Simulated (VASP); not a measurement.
# Ba (Im-3m) in VASP: further runs, part 2 of 2

VASP 6.6.1.

### Step 3. Single point, LDA

This run uses another cell than the first one, of 54.04 Å³/atom.

File INCAR:

```
SYSTEM = Ba
PREC = Accurate
ENCUT = 520
EDIFF = 1E-6
ISMEAR = 0
SIGMA = 0.1
LREAL = .False.
LASPH = .True.
NELM = 80
ALGO = Normal
ISIF = 2
LWAVE = .False.
LCHARG = .False.
NBANDS = 11
```

File KPOINTS:

```
Automatic mesh
0
Gamma
  10 10 10
  0 0 0
```

File POSCAR:

```
Ba
1.0
   -2.3816655778      2.3816655778      2.3816655778
    2.3816655778     -2.3816655778      2.3816655778
    2.3816655778      2.3816655778     -2.3816655778
Ba
1
Direct
    0.0000000000      0.0000000000      0.0000000000
```

Potentials or basis: VASP PAW LDA potentials, release 64 (Ba_sv).

Run with:

```
$ cat potpaw_LDA.64/Ba_sv/POTCAR > POTCAR
$ mpirun -np 1 vasp_std > vasp.out
```

OUTCAR:

```text
SYSTEM = Ba
   PREC = Accurate
   ENCUT = 520
   EDIFF = 1E-6
   ISMEAR = 0
   LREAL = .False.
   LASPH = .True.
   NELM = 80
   ISIF = 2

 ion  position               nearest neighbor table
   1  0.000  0.000  0.000-

  LATTYP: Found a body centered cubic cell.
 ALAT       =     4.7633311556

  Lattice vectors:

 A1 = (  -2.3816655778,   2.3816655778,   2.3816655778)
 A2 = (   2.3816655778,  -2.3816655778,   2.3816655778)
[... 516 lines left out ...]
     10       6.2212      0.00000
     11       9.4584      0.00000

 [... further k-points ...]

------------------------ aborting loop because EDIFF is reached ----------------------------------------

  FORCE on cell =-STRESS in cart. coord.  units (eV):
  Direction    XX          YY          ZZ          XY          YZ          ZX
  --------------------------------------------------------------------------------------
  -------------------------------------------------------------------------------------
  Total        0.0295942      0.0295942      0.0295942      0.0000000     -0.0000000      0.0000000
  in kB        0.8774338      0.8774338      0.8774338      0.0000000     -0.0000000      0.0000000
  external PRESSURE =       0.8774338 kB  Pullay stress =       0.0000000 kB

 VOLUME and BASIS-vectors are now :
 -----------------------------------------------------------------------------
  energy-cutoff  :      520.00
  volume of cell :       54.04
      direct lattice vectors                 reciprocal lattice vectors
    -2.381665578  2.381665578  2.381665578     0.000000000  0.209937115  0.209937115
     2.381665578 -2.381665578  2.381665578     0.209937115  0.000000000  0.209937115
     2.381665578  2.381665578 -2.381665578     0.209937115  0.209937115  0.000000000

 POSITION                                       TOTAL-FORCE (eV/Angst)
 -----------------------------------------------------------------------------------
      0.00000      0.00000      0.00000         0.000000      0.000000      0.000000
 -----------------------------------------------------------------------------------
    total drift:                                0.000000      0.000000      0.000000

  FREE ENERGIE OF THE ION-ELECTRON SYSTEM (eV)
  ---------------------------------------------------
  free  energy   TOTEN  =        -2.2509178101 eV

  energy  without entropy=       -2.2435619427  energy(sigma->0) =       -2.24723988
```

Run time: 13 s. Hardware: 1 thread of AMD EPYC 7R13 (Zen 3), shared host; peak memory 0.13 GiB.

Results:

```
Free energy            : -2.2509 eV
Pressure               : 0.1 GPa
Band gap on the k mesh : zero (bands 5 and 6 overlap by 1.22 eV)
```

Caveat: spin-orbit coupling is left out, which moves the levels of the heavy elements.

### Step 4. Single point, LDA

This run uses another cell than the first one, of 54.04 Å³/atom.

File INCAR:

```
ALGO = Normal ; EDIFF = 1E-7
ENCUT = 520 ; ISIF = 2
ISMEAR = 0 ; LASPH = True
LCHARG = False ; LREAL = False
LWAVE = False ; NBANDS = 11
NELM = 100 ; PREC = Accurate
SIGMA = 0.1
```

File KPOINTS:

```
k-points
0
Gamma
  10 10 10
```

POSCAR is that of step 3.

Run with:

```
$ cat potpaw_LDA.64/Ba_sv/POTCAR > POTCAR
$ mpirun -np 1 vasp_std > vasp.out
```

It took 14 s on 1 thread of AMD EPYC 7R13 (Zen 3), shared host; peak memory 0.13 GiB.

The run converged. Its results:

```
Free energy            : -2.2509 eV
Pressure               : 0.1 GPa
Band gap on the k mesh : zero (bands 5 and 6 overlap by 1.22 eV)
```

Levels at points of the mesh, in eV from the Fermi level:
```tsv
k point	band 1	band 2	band 3	band 4	band 5	band 6	band 7	band 8	band 9	band 10
(0.00, 0.00, 0.00)	-28.56	-13.40	-13.40	-13.40	-2.78	1.95	1.95	1.95	3.63	3.63
(0.50, 0.00, 0.00)	-28.47	-14.16	-13.64	-13.41	-1.00	0.63	1.88	3.64	4.31	6.09
(0.50, 0.50, 0.50)	-28.41	-13.92	-13.92	-13.92	-0.75	-0.75	5.20	5.20	5.20	5.46
```

Caveat: spin-orbit coupling is left out, which moves the levels of the heavy elements.

### Step 5. Single point, LDA

This run uses another cell than the first one, of 54.04 Å³/atom.

File INCAR:

```
  PREC = Accurate
  ENCUT = 520
  EDIFF = 1E-6
  ISMEAR = -1
  SIGMA = 0.15
  LREAL = False
  LASPH = True
  NELM = 60
  ALGO = Normal
  ISIF = 2
  LWAVE = False
  LCHARG = False
  NBANDS = 11
```

File KPOINTS:

```
Automatic mesh
0
Gamma
  12 12 12
```

POSCAR is that of step 4.

Run with:

```
$ cat potpaw_LDA.64/Ba_sv/POTCAR > POTCAR
$ mpirun -np 1 vasp_std > vasp.out
```

Wall time 19 s (1 thread of AMD EPYC 7R13 (Zen 3), shared host); peak memory 0.15 GiB.

Results (log left out):

```
Free energy            : -2.2966 eV
Pressure               : 0.1 GPa
Band gap on the k mesh : zero (bands 5 and 6 overlap by 1.45 eV)
```

Levels at points of the mesh, in eV from the Fermi level:
| k point | band 2 | band 3 | band 4 | band 5 | band 6 | band 7 | band 8 | band 9 |
| --- | --- | --- | --- | --- | --- | --- | --- | --- |
| (0.00, 0.00, 0.00) | -13.45 | -13.45 | -13.45 | -2.84 | 1.90 | 1.90 | 1.90 | 3.58 |
| (0.50, 0.00, 0.00) | -14.21 | -13.69 | -13.46 | -1.05 | 0.57 | 1.83 | 3.58 | 4.26 |
| (0.50, 0.50, 0.50) | -13.97 | -13.97 | -13.97 | -0.80 | -0.80 | 5.14 | 5.14 | 5.14 |

Caveat: spin-orbit coupling is left out, which moves the levels of the heavy elements.

### Step 6. Relaxation of cell and atoms, LDA

This run uses another cell than the first one, of 54.04 Å³/atom.

File INCAR:

```
PREC     = Accurate       # precision mode
ENCUT    = 600            # plane-wave cutoff, eV
EDIFF    = 1E-7           # SCF threshold, eV
ISMEAR   = 0              # smearing method
SIGMA    = 0.1            # smearing width, eV
LREAL    = F              # projectors in reciprocal space
LASPH    = T              # aspherical terms in the spheres
NELM     = 60             # most SCF steps
ALGO     = Normal         # electronic algorithm
ISIF     = 3              # what is computed and relaxed
LWAVE    = F              # write WAVECAR
LCHARG   = F              # write CHGCAR
IBRION   = 2              # ionic algorithm
NSW      = 100            # ionic steps
EDIFFG   = -0.002         # ionic threshold
```

File KPOINTS:

```
regular mesh
0
Gamma
  10 10 10
```

POSCAR is that of step 5.

Potentials or basis: VASP PAW LDA potentials, release 64 (Ba_sv).

Run with:

```
$ cat potpaw_LDA.64/Ba_sv/POTCAR > POTCAR
$ mpirun -np 1 vasp_std > vasp.out
```

Run time: 39 s. Hardware: 1 thread of AMD EPYC 7R13 (Zen 3), shared host; peak memory 0.15 GiB.

It converged, with:

```
Free energy                           : -2.2510 eV
Relaxed volume                        : 54.44 Å³/atom
Relaxed cell                          : a = 4.135 Å, b = 4.135 Å, c = 4.135 Å, α = 109.47°, β = 109.47°, γ = 109.47°
Space group after relaxing (to 0.1 Å) : Im-3m (No. 229)
Energy gained by relaxing             : 0.1 meV/atom
Ionic steps                           : 3
Pressure after relaxing               : 0.0 GPa
Band gap on the k mesh                : zero (bands 5 and 6 overlap by 1.20 eV)
```

The path:
| step | energy change (eV) | largest force (eV/Å) | pressure (GPa) | volume (Å³) |
| --- | --- | --- | --- | --- |
| 1 | 0.0000 | 0.0000 | 0.09 | 54.04 |
| 2 | -0.0001 | 0.0000 | 0.04 | 54.27 |
| 3 | -0.0001 | 0.0000 | 0.01 | 54.44 |

Final structure:
```
Ba
1.0
    -2.38752    2.38752    2.38752
     2.38752   -2.38752    2.38752
     2.38752    2.38752   -2.38752
Ba
1
Direct
  0.00000 0.00000 0.00000
```

Levels at points of the mesh, in eV from the Fermi level:
```tsv
k point	band 3	band 4	band 5	band 6	band 7	band 8
(0.00, 0.00, 0.00)	-13.42	-13.42	-2.78	1.94	1.94	1.94
(0.50, 0.00, 0.00)	-13.65	-13.43	-0.99	0.63	1.85	3.61
(0.50, 0.50, 0.50)	-13.92	-13.92	-0.73	-0.73	5.16	5.16
```

Caveat: spin-orbit coupling is left out, which moves the levels of the heavy elements.

### Step 7. Summary

| task | cell | k mesh | cutoff (eV) | smearing | gap on the mesh (eV) | pressure (GPa) |
| --- | --- | --- | --- | --- | --- | --- |
| single point | a = 4.352 Å, angles 109.5°, 1 atom | 6 × 6 × 6 | 520 | gaussian 0.1 eV | none | -1.2 |
| single point | a = 4.125 Å, angles 109.5°, 1 atom | 10 × 10 × 10 | 520 | gaussian 0.1 eV | none | 0.1 |
| single point | a = 4.125 Å, angles 109.5°, 1 atom | 12 × 12 × 12 | 520 | fermi-dirac 0.15 eV | none | 0.1 |
| relaxation of cell and atoms | relaxed from a = 4.125 Å, angles 109.5°, 1 atom | 10 × 10 × 10 | 600 | gaussian 0.1 eV | none | 0.0 |

Alike in all rows: level LDA; potentials or basis VASP PAW LDA potentials, release 64 (Ba_sv); no spin polarisation.

Caveats: spin-orbit coupling is left out, which moves the levels of the heavy elements.

Absolute energies hang on the potentials; compare differences alone.
